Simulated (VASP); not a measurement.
# SiO2 (P4_12_12) in VASP: further runs, part 2 of 2

VASP 6.6.1.

### Step 3. Single point, PBE (x and y stretched by -2 %, then relaxed in part)

The input, INCAR:

```
SYSTEM = SiO2
ALGO = Normal
EDIFF = 1E-6
ENCUT = 520
GGA = PE
ISIF = 2
ISMEAR = -1
LASPH = .TRUE.
LCHARG = .FALSE.
LREAL = Auto
LWAVE = .FALSE.
NBANDS = 120
NELM = 60
PREC = Accurate
SIGMA = 0.02
```

The input, KPOINTS:

```
k-points
0
G
  3 3 3
  0 0 0
```

The input, POSCAR:

```
SiO2
1.0
    7.3147200000      0.0000000000      0.0000000000
    0.0000000000      7.3147200000      0.0000000000
    0.0000000000      0.0000000000      8.6200000000
Si O
12 24
Direct
    0.4471847055      0.4471847055      0.0000000000
    0.0528152945      0.9471847055      0.2500000000
    0.5528152945      0.5528152945      0.5000000000
    0.9471847055      0.0528152945      0.7500000000
    0.3501645296      0.1227790400      0.1502731674
    0.3772209600      0.8501645296      0.4002731674
    0.6498354704      0.8772209600      0.6502731674
    0.6227790400      0.1498354704      0.9002731674
    0.8501645296      0.3772209600      0.5997268326
    0.8772209600      0.6498354704      0.3497268326
    0.1498354704      0.6227790400      0.0997268326
    0.1227790400      0.3501645296      0.8497268326
    0.4165830427      0.3341125114      0.1679152359
    0.1658874886      0.9165830427      0.4179152359
    0.5834169573      0.6658874886      0.6679152359
    0.8341125114      0.0834169573      0.9179152359
    0.9165830427      0.1658874886      0.5820847641
    0.6658874886      0.5834169573      0.3320847641
    0.0834169573      0.8341125114      0.0820847641
    0.3341125114      0.4165830427      0.8320847641
    0.1291085514      0.1440050293      0.1904055516
    0.3559949707      0.6291085514      0.4404055516
    0.8708914486      0.8559949707      0.6904055516
    0.6440050293      0.3708914486     -0.0595944484
    0.6291085514      0.3559949707      0.5595944484
    0.8559949707      0.8708914486      0.3095944484
    0.3708914486      0.6440050293      1.0595944484
    0.1440050293      0.1291085514      0.8095944484
    0.4277641756     -0.0585144412      0.2342743940
    0.5585144412      0.9277641756      0.4842743940
    0.5722358244      1.0585144412      0.7342743940
    0.4414855588      0.0722358244     -0.0157256060
    0.9277641756      0.5585144412      0.5157256060
    1.0585144412      0.5722358244      0.2657256060
    0.0722358244      0.4414855588      1.0157256060
   -0.0585144412      0.4277641756      0.7657256060
```

Potentials or basis: VASP PAW PBE potentials, release 64 (Si, O).

Run with:

```sh
$ cat potpaw_PBE.64/Si/POTCAR potpaw_PBE.64/O/POTCAR > POTCAR
$ mpirun -np 1 vasp_std > vasp.out
```

OUTCAR:

```text
SYSTEM = SiO2
   EDIFF = 1E-6
   ENCUT = 520
   GGA = PE
   ISIF = 2
   ISMEAR = -1
   LASPH = .TRUE.
   LREAL = Auto
   NELM = 60
   PREC = Accurate

 ion  position               nearest neighbor table
   1  0.447  0.447  0.000-  24 1.63  27 1.63  13 1.68  20 1.68   8 2.67  11 2.67   5 2.80  12 2.80

   2  0.053  0.947  0.250-  21 1.63  26 1.63  14 1.68  19 1.68   5 2.67  10 2.67   6 2.80  11 2.80

   3  0.553  0.553  0.500-  22 1.63  25 1.63  15 1.68  18 1.68   6 2.67   9 2.67   7 2.80  10 2.80
[... 41 lines left out ...]
  35  0.072  0.441  0.016-  11 1.61  12 1.62
  36  0.941  0.428  0.766-  12 1.61   9 1.62

[... 915 lines left out ...]
  Total       27.5471547     27.5471547     35.7175945      0.0000000      0.0000000      0.0000000
  in kB       95.6939874     95.6939874    124.0766633      0.0000000      0.0000000      0.0000000
  external PRESSURE =     105.1548793 kB  Pullay stress =       0.0000000 kB

 VOLUME and BASIS-vectors are now :
 -----------------------------------------------------------------------------
  energy-cutoff  :      520.00
  volume of cell :      461.21
      direct lattice vectors                 reciprocal lattice vectors
     7.314720000  0.000000000  0.000000000     0.136710633  0.000000000  0.000000000
     0.000000000  7.314720000  0.000000000     0.000000000  0.136710633  0.000000000
     0.000000000  0.000000000  8.620000000     0.000000000  0.000000000  0.116009281

 POSITION                                       TOTAL-FORCE (eV/Angst)
 -----------------------------------------------------------------------------------
      3.27103      3.27103      0.00000         0.029607      0.029607     -0.000000
      0.38633      6.92839      2.15500        -0.029607      0.029607     -0.000000
      4.04369      4.04369      4.31000        -0.029607     -0.029607     -0.000000
      6.92839      0.38633      6.46500         0.029607     -0.029607     -0.000000
      2.56136      0.89809      1.29535        -0.014981     -0.018846      0.002640
      2.75927      6.21872      3.45035         0.018846     -0.014981      0.002640
[... 28 lines left out ...]
      0.52838      3.22934      0.13555        -0.001629     -0.002356      0.007638
      6.88670      3.12898      6.60055        -0.002356      0.001629      0.007638
 -----------------------------------------------------------------------------------
    total drift:                               -0.000002      0.000002      0.000000

  FREE ENERGIE OF THE ION-ELECTRON SYSTEM (eV)
  ---------------------------------------------------
  free  energy   TOTEN  =      -269.7571385762 eV

  energy  without entropy=     -269.7571385762  energy(sigma->0) =     -269.75713858
```

Run time: 4.6 min. Hardware: 1 thread of Intel Xeon 6975P-C (Granite Rapids), shared host; peak memory 0.53 GiB.

What came out:

* Free energy: -269.7571 eV
* Pressure: 10.5 GPa
* Largest force: 0.052 eV/Å
* Band gap on the k mesh: 4.83 eV, indirect (least direct gap 4.84 eV)

Forces in eV/Å, atoms in the order of the input:
```
Si   0.030  0.030  0.000
Si  -0.030  0.030  0.000
Si  -0.030 -0.030  0.000
Si   0.030 -0.030  0.000
Si  -0.015 -0.019  0.003
Si   0.019 -0.015  0.003
Si   0.015  0.019  0.003
Si  -0.019  0.015  0.003
Si  -0.015  0.019 -0.003
Si   0.019  0.015 -0.003
Si   0.015 -0.019 -0.003
Si  -0.019 -0.015 -0.003
O    0.015  0.037  0.023
O   -0.037  0.015  0.023
O   -0.015 -0.037  0.023
O    0.037 -0.015  0.023
O    0.015 -0.037 -0.023
O   -0.037 -0.015 -0.023
O   -0.015  0.037 -0.023
O    0.037  0.015 -0.023
O   -0.009  0.050 -0.010
O   -0.050 -0.009 -0.010
O    0.009 -0.050 -0.010
O    0.050  0.009 -0.010
O   -0.009 -0.050  0.010
O   -0.050  0.009  0.010
O    0.009  0.050  0.010
O    0.050 -0.009  0.010
O    0.002 -0.002 -0.008
O    0.002  0.002 -0.008
O   -0.002  0.002 -0.008
O   -0.002 -0.002 -0.008
O    0.002  0.002  0.008
O    0.002 -0.002  0.008
O   -0.002 -0.002  0.008
O   -0.002  0.002  0.008
```

Caveat: the cell differs from its parent crystal (x and y stretched by -2 %, then relaxed in part). A k mesh can miss the band edges.
